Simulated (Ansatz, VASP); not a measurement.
Two plane-wave programs on VMoSe4

```
CELL_PARAMETERS angstrom
3.32965 0.00000 0.00000
-1.66482 2.88356 0.00000
0.00000 0.00000 14.60035
ATOMIC_POSITIONS crystal
V 0.00000 0.00000 0.00000
Mo 0.33333 0.66667 0.50000
Se 0.00000 0.00000 0.61410
Se 0.33333 0.66667 0.10962
Se 0.00000 0.00000 0.38590
Se 0.33333 0.66667 0.89038
```

Alike in both runs: task single point; functional PBE; k mesh 6 × 6 × 2; occupations gaussian, width 0.1 eV; collinear spin.

|  | VASP | Ansatz |
| --- | --- | --- |
| version | VASP 6.6.1 | Ansatz 0.2.0 |
| potentials or method | VASP PAW PBE potentials, release 64 (V_sv, Mo_sv, Se), cutoff 520 eV | scalar-relativistic, plane waves, PAW |
| valence electrons in the cell | 51 | 91 |

Ansatz gave:

```
gap on the k mesh at the Fermi level (eV)                     : 0.10
least direct gap on the mesh (eV)                             : 0.66
pressure (GPa)                                                : 0.0
traceless stress, the component that is largest in VASP (GPa) : -0.06
rms of the force components (eV/Å)                            : 0.005
net moment per atom (μB)                                      : 0.16
size of the moment on the site where the two differ most (μB) : 0.90
```

Estimate VASP's values.

gap on the k mesh at the Fermi level (eV): 0.10; least direct gap on the mesh (eV): 0.66; pressure (GPa): 0.2; traceless stress, the component that is largest in VASP (GPa): -0.01; rms of the force components (eV/Å): 0.013; net moment per atom (μB): 0.16; size of the moment on the site where the two differ most (μB): 0.97.

Site moments also hang on the region over which each program counts them. Atom by atom the forces differ by 0.015 eV/Å (rms over components). VASP's potentials hold 51 valence electrons a cell and Ansatz's 91, so a difference there can come from the potentials and not from the codes.
